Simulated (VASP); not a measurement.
# Ga2GeO2 (P4mm) in VASP: further runs

Ga2GeO2 is run at these levels: PBE; tasks: single point, relaxation of cell and atoms.

All numbers are computed with VASP 6.6.1; they aren't measurements. Logs are shortened: lines on timing, memory, paths and dates and some standing lists are left out, and cuts for length are marked.

## 1. The cell of the first run

Symmetry: P4mm, No. 99, tetragonal system. The conventional cell has a = 3.817 Å, b = 3.817 Å, c = 5.772 Å, α = 90.00°, β = 90.00°, γ = 90.00°. Within 2.5 Å of Ga (site symmetry 2mm) lie 1 O at 1.91 Å. Within 2.7 Å of Ge (site symmetry 4mm) lie 4 O at 2.06 Å. Within 2.5 Å of O (site symmetry 2mm) lie 1 Ga at 1.91 Å and 2 Ge at 2.06 Å.

## 2. Single point, PBE

Contents of INCAR:

```
SYSTEM = Ga2GeO2
ALGO = Normal
EDIFF = 1E-7
ENCUT = 520
GGA = PE
ISIF = 2
ISMEAR = 0
LASPH = .TRUE.
LCHARG = .FALSE.
LREAL = .FALSE.
LWAVE = .FALSE.
NBANDS = 34
NELM = 60
PREC = Accurate
SIGMA = 0.1
```

Contents of KPOINTS:

```
k-points
0
G
  10 10 8
  0 0 0
```

Contents of POSCAR:

```
Ga2GeO2
1.0
    3.8165859534      0.0000000000      0.0000000000
    0.0000000000      3.8165859534      0.0000000000
    0.0000000000      0.0000000000      5.7715324750
Ga Ge O
2 1 2
Direct
    0.5000000000      0.0000000000      0.1579926800
    0.0000000000      0.5000000000      0.1579926800
    0.5000000000      0.5000000000      0.6948066177
    0.5000000000      0.0000000000      0.8274457161
    0.0000000000      0.5000000000      0.8274457161
```

Potentials or basis: VASP PAW PBE potentials, release 64 (Ga_d, Ge_d, O).

The run is started by

```bash
$ cat potpaw_PBE.64/Ga_d/POTCAR potpaw_PBE.64/Ge_d/POTCAR potpaw_PBE.64/O/POTCAR > POTCAR
$ mpirun -np 1 vasp_std > vasp.out
```

OUTCAR:

```text
SYSTEM = Ga2GeO2
   EDIFF = 1E-7
   ENCUT = 520
   GGA = PE
   ISIF = 2
   ISMEAR = 0
   LASPH = .TRUE.
   LREAL = .FALSE.
   NELM = 60
   PREC = Accurate

 ion  position               nearest neighbor table
   1  0.500  0.000  0.158-   4 1.91   2 2.70   2 2.70   2 2.70   2 2.70
   2  0.000  0.500  0.158-   5 1.91   1 2.70   1 2.70   1 2.70   1 2.70
   3  0.500  0.500  0.695-   4 2.06   5 2.06   4 2.06   5 2.06
   4  0.500  0.000  0.827-   1 1.91   3 2.06   3 2.06
   5  0.000  0.500  0.827-   2 1.91   3 2.06   3 2.06

  LATTYP: Found a simple tetragonal cell.
 ALAT       =     3.8165859534
 C/A-ratio  =     1.5122238947

  Lattice vectors:

 A1 = (   3.8165859534,   0.0000000000,   0.0000000000)
 A2 = (   0.0000000000,   3.8165859534,   0.0000000000)
 A3 = (   0.0000000000,   0.0000000000,   5.7715324750)

Analysis of symmetry for initial positions (statically):
=====================================================================
 Subroutine PRICEL returns:
 Original cell was already a primitive cell.

 Routine SETGRP: Setting up the symmetry group for a
 simple tetragonal supercell.

 Subroutine GETGRP returns: Found  8 space group operations
 (whereof  8 operations were pure point group operations)
 out of a pool of 16 trial point group operations.

The static configuration has the point symmetry C_4v.

Analysis of symmetry for dynamics (positions and initial velocities):
=====================================================================
 Subroutine PRICEL returns:
 Original cell was already a primitive cell.

 Routine SETGRP: Setting up the symmetry group for a
 simple tetragonal supercell.

 Subroutine GETGRP returns: Found  8 space group operations
 (whereof  8 operations were pure point group operations)
 out of a pool of 16 trial point group operations.

The dynamic configuration has the point symmetry C_4v.

 Subroutine INISYM returns: Found  8 space group operations
 (whereof  8 operations are pure point group operations),
 and found     1 'primitive' translations

----------------------------------------------------------------------------------------

                                     Primitive cell

  volume of cell :      84.0700

  direct lattice vectors                    reciprocal lattice vectors
     3.816585953  0.000000000  0.000000000     0.262014275  0.000000000  0.000000000
     0.000000000  3.816585953  0.000000000     0.000000000  0.262014275  0.000000000
     0.000000000  0.000000000  5.771532475     0.000000000  0.000000000  0.173264207

  length of vectors
     3.816585953  3.816585953  5.771532475     0.262014275  0.262014275  0.173264207

  position of ions in fractional coordinates (direct lattice)
     0.500000000  0.000000000  0.157992680
     0.000000000  0.500000000  0.157992680
     0.500000000  0.500000000  0.694806618
     0.500000000  0.000000000  0.827445716
     0.000000000  0.500000000  0.827445716

  ion indices of the primitive-cell ions
   primitive index   ion index
                 1           1
                 2           2
                 3           3
                 4           4
                 5           5

----------------------------------------------------------------------------------------

 KPOINTS: k-points

Automatic generation of k-mesh.
 Grid dimensions read from file:
 generate k-points for:   10   10    8

 Generating k-lattice:

  Cartesian coordinates                     Fractional coordinates (reciprocal lattice)
     0.026201427  0.000000000  0.000000000     0.100000000  0.000000000  0.000000000
     0.000000000  0.026201427  0.000000000     0.000000000  0.100000000  0.000000000
     0.000000000  0.000000000  0.021658026     0.000000000  0.000000000  0.125000000

  Length of vectors
     0.026201427  0.026201427  0.021658026

  Shift w.r.t. Gamma in fractional coordinates (k-lattice)
     0.000000000  0.000000000  0.000000000

 Subroutine IBZKPT returns following result:
 ===========================================

 Found    105 irreducible k-points:

 Following reciprocal coordinates:
            Coordinates               Weight
  0.000000  0.000000  0.000000      1.000000
  0.100000  0.000000  0.000000      4.000000
  0.200000  0.000000  0.000000      4.000000
  0.300000  0.000000  0.000000      4.000000
  0.400000  0.000000  0.000000      4.000000
  0.500000  0.000000  0.000000      2.000000
[... 16 lines left out ...]
  0.100000  0.000000  0.125000      8.000000
  0.200000  0.000000  0.125000      8.000000
 [... further k-points ...]
   k-points           NKPTS =    105   k-points in BZ     NKDIM =    105   number of bands    NBANDS=     34
   number of dos      NEDOS =    301   number of ions     NIONS =      5
   total plane-waves  NPLWV =  37632
   dimension x,y,z NGX =    28 NGY =   28 NGZ =   48
   dimension x,y,z NGXF=    56 NGYF=   56 NGZF=   96
   ions per type =               2   1   2
   NGX,Y,Z   is equivalent  to a cutoff of  12.20, 12.20, 13.83 a.u.
   NGXF,Y,Z  is equivalent  to a cutoff of  24.39, 24.39, 27.65 a.u.
 SYSTEM =  Ga2GeO2
   PREC   = accura    normal or accurate (medium, high low for compatibility)
   ISTART =      0    job   : 0-new  1-cont  2-samecut
   ICHARG =      2    charge: 1-file 2-atom 10-const
   ISPIN  =      1    spin polarized calculation?
   LNONCOLLINEAR =      F non collinear calculations
   LSORBIT =      F    spin-orbit coupling
   LASPH  =      T    aspherical Exc in radial PAW
   ENCUT  =  520.0 eV  38.22 Ry    6.18 a.u.   7.10  7.10 10.73*2*pi/ulx,y,z
   NELM   =     60;   NELMIN=  2; NELMDL= -5     # of ELM steps
   EDIFF  = 0.1E-06   stopping-criterion for ELM
   LREAL  =      F    real-space projection
   EDIFFG = 0.1E-05   stopping-criterion for IOM
   NSW    =      0    number of steps for IOM
   IBRION =     -1    ionic relax: 0-MD 1-quasi-New 2-CG
   NFREE  =      0    steps in history (QN), initial steepest desc. (CG)
   ISIF   =      2    stress and relaxation
   ISYM   =      2    0-nonsym 1-usesym 2-fastsym
   POTIM  = 0.5000    time-step for ionic-motion
   TEBEG  =    0.0;   TEEND  =   0.0 temperature during run
   PSTRESS=    0.0 pullay stress
   NELECT =      52.0000    total number of electrons
   NUPDOWN=      -1.0000    fix difference up-down
   EMIN   =  10.00;   EMAX   =-10.00  energy-range for DOS
   EFERMI =   0.00;   METHOD = LEGACY
   ISMEAR =     0;   SIGMA  =   0.10  broadening in eV -4-tet -1-fermi 0-gaus
   EFERMI_NEDOS =   21; number of points for ismear=-14 and -15
   IALGO  =     38    algorithm
   IMIX   =      4    mixing-type and parameters
     AMIX     =   0.40;   BMIX     =  1.00
     AMIX_MAG =   1.60;   BMIX_MAG =  1.00
  volume/ion in A,a.u.               =      16.81       113.47
  Fermi-wavevector in a.u.,A,eV,Ry     =   1.394854  2.635893 26.471749  1.945619
  Thomas-Fermi vector in A             =   2.518363
   LORBIT       =      0    0 simple, 1 ext, 2 COOP (PROOUT), +10 PAW based schemes
   GGA     = PE    functional components
   LHFCALC =     F    Hartree Fock is set to
   AEXX    =    0.0000 exact exchange contribution
   IVDW    =     0    specifies the selected vdW correction
   LEPSILON=     F    determine dielectric tensor
   LRPA    =     F    only Hartree local field effects (RPA)
 non-spin polarized calculation
 Gauss-broadening in eV      SIGMA  =   0.10
  energy-cutoff  :      520.00
  volume of cell :       84.07
 maximum number of plane-waves:      2290
   NGX = 15   NGY = 15   NGZ = 21

 number of electron      52.0000014 magnetization

 Free energy of the ion-electron system (eV)
  ---------------------------------------------------
  ext. energy  EPLUGINS =         0.00000000
  ---------------------------------------------------
  free energy    TOTEN  =       -23.24390136 eV

  energy without entropy =      -23.23592184  energy(sigma->0) =      -23.23991160

 E-fermi :   3.2518     XC(G=0): -10.0166

 val. band max:        3.2478591226   @ k =   0.2000   0.0000   0.0000
 cond. band min:       3.2528578587   @ k =   0.2000   0.1000   0.0000
 fundamental gap:      0.0049987361
 Fermi energy:         3.2517638452

 k-point     1 :       0.0000    0.0000    0.0000
  band No.  band energies     occupation
      1     -20.9342      2.00000
      2     -20.9076      2.00000
      3     -20.8901      2.00000
      4     -20.8901      2.00000
      5     -20.8223      2.00000
      6     -15.6996      2.00000
[... 26 lines left out ...]
     33      10.0324      0.00000
     34      12.7482      0.00000

 k-point     2 :       0.1000    0.0000    0.0000
  band No.  band energies     occupation
      1     -20.9320      2.00000
      2     -20.9073      2.00000
      3     -20.8903      2.00000
      4     -20.8901      2.00000
      5     -20.8226      2.00000
      6     -15.6565      2.00000
[... 26 lines left out ...]
     33      10.4317      0.00000
     34      13.1494      0.00000

 k-point     3 :       0.2000    0.0000    0.0000
  band No.  band energies     occupation
      1     -20.9269      2.00000
      2     -20.9070      2.00000
      3     -20.8900      2.00000
      4     -20.8899      2.00000
      5     -20.8235      2.00000
      6     -15.5306      2.00000
[... 26 lines left out ...]
     33      11.6506      0.00000
     34      11.8302      0.00000
[... 704 lines left out ...]
 k-point    23 :       0.1000    0.0000    0.1250
  band No.  band energies     occupation
      1     -20.9320      2.00000
      2     -20.9073      2.00000
      3     -20.8903      2.00000
      4     -20.8901      2.00000
      5     -20.8226      2.00000
      6     -15.6549      2.00000
[... 26 lines left out ...]
     33      10.4204      0.00000
     34      13.4228      0.00000

 k-point    24 :       0.2000    0.0000    0.1250
  band No.  band energies     occupation
      1     -20.9269      2.00000
      2     -20.9070      2.00000
      3     -20.8900      2.00000
      4     -20.8899      2.00000
      5     -20.8235      2.00000
      6     -15.5290      2.00000
[... 26 lines left out ...]
     33      11.6192      0.00000
     34      11.8360      0.00000

 [... further k-points ...]

------------------------ aborting loop because EDIFF is reached ----------------------------------------

  FORCE on cell =-STRESS in cart. coord.  units (eV):
  Direction    XX          YY          ZZ          XY          YZ          ZX
  --------------------------------------------------------------------------------------
  -------------------------------------------------------------------------------------
  Total        0.0599436      0.0599436      0.2403224      0.0000000      0.0000000      0.0000000
  in kB        1.1423847      1.1423847      4.5799799      0.0000000      0.0000000      0.0000000
  external PRESSURE =       2.2882498 kB  Pullay stress =       0.0000000 kB

 VOLUME and BASIS-vectors are now :
 -----------------------------------------------------------------------------
  energy-cutoff  :      520.00
  volume of cell :       84.07
      direct lattice vectors                 reciprocal lattice vectors
     3.816585953  0.000000000  0.000000000     0.262014275  0.000000000  0.000000000
     0.000000000  3.816585953  0.000000000     0.000000000  0.262014275  0.000000000
     0.000000000  0.000000000  5.771532475     0.000000000  0.000000000  0.173264207

 POSITION                                       TOTAL-FORCE (eV/Angst)
 -----------------------------------------------------------------------------------
      1.90829      0.00000      0.91186         0.000000     -0.000000      0.059956
      0.00000      1.90829      0.91186         0.000000     -0.000000      0.059956
      1.90829      1.90829      4.01010         0.000000      0.000000     -0.041563
      1.90829      0.00000      4.77563         0.000000     -0.000000     -0.039174
      0.00000      1.90829      4.77563        -0.000000     -0.000000     -0.039174
 -----------------------------------------------------------------------------------
    total drift:                                0.000000      0.000000      0.001342

  FREE ENERGIE OF THE ION-ELECTRON SYSTEM (eV)
  ---------------------------------------------------
  free  energy   TOTEN  =       -23.2439013558 eV

  energy  without entropy=      -23.2359218431  energy(sigma->0) =      -23.23991160
```

Wall time 3.8 min (1 thread of Intel Xeon 6975P-C, shared host); peak memory 0.38 GiB.

Results:

* Free energy: -23.2439 eV
* Pressure: 0.2 GPa
* Largest force: 0.060 eV/Å
* Band gap on the k mesh: zero (band 26 reaches 4.92 eV, above the bottom of band 27 at 2.15 eV)

Forces in eV/Å, atoms in the order of the input:
```
Ga   0.000  0.000  0.060
Ga   0.000  0.000  0.060
Ge   0.000  0.000 -0.042
O    0.000  0.000 -0.039
O    0.000  0.000 -0.039
```

Stress tensor (GPa, compression positive):
```
0.11 0.00 0.00
0.00 0.11 0.00
0.00 0.00 0.46
```

## 3. Relaxation of cell and atoms, PBE

This run uses another cell than the first one, of 15.82 Å³/atom, 0.941 times its volume.

Contents of INCAR:

```
SYSTEM = Ga2GeO2
ALGO = Normal
EDIFF = 1E-6
EDIFFG = -0.01
ENCUT = 600
GGA = PE
IBRION = 2
ISIF = 3
ISMEAR = 0
LASPH = .TRUE.
LCHARG = .FALSE.
LREAL = .FALSE.
LWAVE = .FALSE.
NELM = 100
NSW = 100
PREC = Accurate
SIGMA = 0.1
```

KPOINTS is that of step 2.

Contents of POSCAR:

```
Ga2GeO2
1.0
    3.8005328589      0.0000000000      0.0000000000
    0.0000000000      3.8005328589      0.0000000000
    0.0000000000      0.0000000000      5.4765609157
Ga Ge O
2 1 2
Direct
    0.5000000000      0.0000000000      0.1726705603
    0.0000000000      0.5000000000      0.1726705603
    0.5000000000      0.5000000000      0.6884199050
    0.5000000000      0.0000000000      0.8159611922
    0.0000000000      0.5000000000      0.8159611922
```

Potentials or basis: VASP PAW PBE potentials, release 64 (Ga_d, Ge_d, O).

The run is started by

```bash
$ cat potpaw_PBE.64/Ga_d/POTCAR potpaw_PBE.64/Ge_d/POTCAR potpaw_PBE.64/O/POTCAR > POTCAR
$ mpirun -np 1 vasp_std > vasp.out
```

It took 34 min on 1 thread of Intel Xeon 6975P-C, shared host; peak memory 0.43 GiB.

Results (log left out):

- Free energy: -23.2434 eV
- Relaxed volume: 16.66 Å³/atom
- Relaxed cell: a = 3.814 Å, b = 3.814 Å, c = 5.727 Å, α = 90.00°, β = 90.00°, γ = 90.00°
- Space group after relaxing (to 0.05 Å): P4mm (No. 99)
- Energy gained by relaxing: 4.6 meV/atom
- Ionic steps: 16
- Pressure after relaxing: 0.0 GPa
- Largest force after relaxing: 0.004 eV/Å
- Band gap on the k mesh: zero (band 26 reaches 4.99 eV, above the bottom of band 27 at 2.20 eV)

Forces on the atoms (eV/Å):
```
Ga   0.000  0.000  0.003
Ga   0.000  0.000  0.003
Ge   0.000  0.000  0.001
O    0.000  0.000 -0.004
O    0.000  0.000 -0.004
```

Step by step:
| step | energy change (eV) | largest force (eV/Å) | pressure (GPa) | volume (Å³) |
| --- | --- | --- | --- | --- |
| 1 | 0.0000 | 0.2030 | 0.63 | 79.10 |
| 2 | -0.0074 | 0.1199 | 0.25 | 79.81 |
| 3 | -0.0097 | 0.0819 | -0.04 | 80.49 |
| 4 | -0.0116 | 0.0561 | 0.14 | 80.56 |
| 5 | -0.0137 | 0.0959 | 0.84 | 80.76 |
| 6 | -0.0141 | 0.0941 | 0.69 | 80.82 |
| 7 | -0.0154 | 0.0885 | 0.75 | 80.99 |
| 8 | -0.0175 | 0.0787 | 0.67 | 81.34 |
| 9 | -0.0205 | 0.0708 | 0.50 | 82.03 |
| 10 | -0.0221 | 0.0646 | 0.29 | 83.41 |
| 11 | -0.0222 | 0.0666 | 0.35 | 83.13 |
| 12 | -0.0227 | 0.0499 | 0.12 | 83.21 |
| 13 | -0.0228 | 0.0557 | 0.00 | 83.26 |
| 14 | -0.0228 | 0.0573 | 0.00 | 83.27 |
| 15 | -0.0229 | 0.0393 | 0.02 | 83.28 |
| 16 | -0.0230 | 0.0038 | 0.04 | 83.31 |

Final structure:
```yaml
crystal:
  lattice:
    - [3.81401, 0.00000, 0.00000]
    - [0.00000, 3.81401, 0.00000]
    - [0.00000, 0.00000, 5.72687]
  atoms:
    - { symbol: Ga, position: [0.50000, 0.00000, 0.16037] }
    - { symbol: Ga, position: [0.00000, 0.50000, 0.16037] }
    - { symbol: Ge, position: [0.50000, 0.50000, 0.69292] }
    - { symbol: O, position: [0.50000, 0.00000, 0.82601] }
    - { symbol: O, position: [0.00000, 0.50000, 0.82601] }
```

Levels at points of the mesh, in eV from the Fermi level:
| k point | band 22 | band 23 | band 24 | band 25 | band 26 | band 27 | band 28 | band 29 | band 30 | band 31 |
| --- | --- | --- | --- | --- | --- | --- | --- | --- | --- | --- |
| (0.00, 0.00, 0.00) | -3.46 | -1.21 | -1.21 | -1.21 | 1.64 | 1.64 | 1.74 | 2.49 | 5.42 | 6.46 |
| (0.50, 0.00, 0.00) | -3.68 | -3.40 | -2.01 | -1.92 | 0.27 | 3.73 | 4.18 | 4.36 | 4.64 | 6.27 |
| (0.50, 0.50, 0.00) | -2.17 | -2.17 | -2.07 | -1.79 | -1.15 | -1.15 | -0.23 | 6.15 | 6.15 | 6.39 |
| (0.00, 0.00, 0.50) | -3.51 | -2.54 | -1.21 | -1.21 | 1.33 | 1.33 | 1.82 | 2.92 | 4.55 | 6.91 |
| (0.50, 0.00, 0.50) | -2.95 | -2.25 | -1.99 | -1.88 | -0.55 | 3.12 | 3.93 | 4.43 | 4.52 | 5.05 |
| (0.50, 0.50, 0.50) | -3.41 | -1.79 | -1.43 | -1.22 | -1.22 | -0.22 | 0.84 | 3.70 | 3.70 | 7.42 |
